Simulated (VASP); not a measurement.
Si, 2 atoms in the cell. The typed cell holds 2 atoms: a = 3.868 Å, b = 3.868 Å, c = 3.868 Å, α = 60.00°, β = 60.00°, γ = 60.00°.  This cell differs from its parent crystal: atoms displaced along a vibrational mode.

| Property | Result |
| --- | --- |
| Program | VASP 6.6.1 |
| Task | single point |
| Functional | PBE |
| Potentials or basis | VASP PAW PBE potentials, release 64 (Si) |
| Cutoff | 520 eV |
| k mesh | 8 × 8 × 8 |
| Occupations | gaussian, width 0.05 eV |
| Spin | no spin polarisation |
| Dipole correction | no |
| Further INCAR settings | ALGO = Normal; EDIFF = 1e-06; NBANDS = 11 |

Potentials or basis: VASP PAW PBE potentials, release 64 (Si).

Launch:

```console
$ cat potpaw_PBE.64/Si/POTCAR > POTCAR
$ mpirun -np 1 vasp_std > vasp.out
```

Hardware: 1 thread of Intel(R) Xeon(R) Platinum 8259CL CPU @ 2.50GHz (Skylake/Cascade Lake) (shared host).

Q: How long does it take, and how much memory?

A: Run time: 92 s on 1 thread of Intel(R) Xeon(R) Platinum 8259CL CPU @ 2.50GHz (Skylake/Cascade Lake), on a shared host, peak memory 0.22 GiB. Counts: scf iterations 11, k points 260.
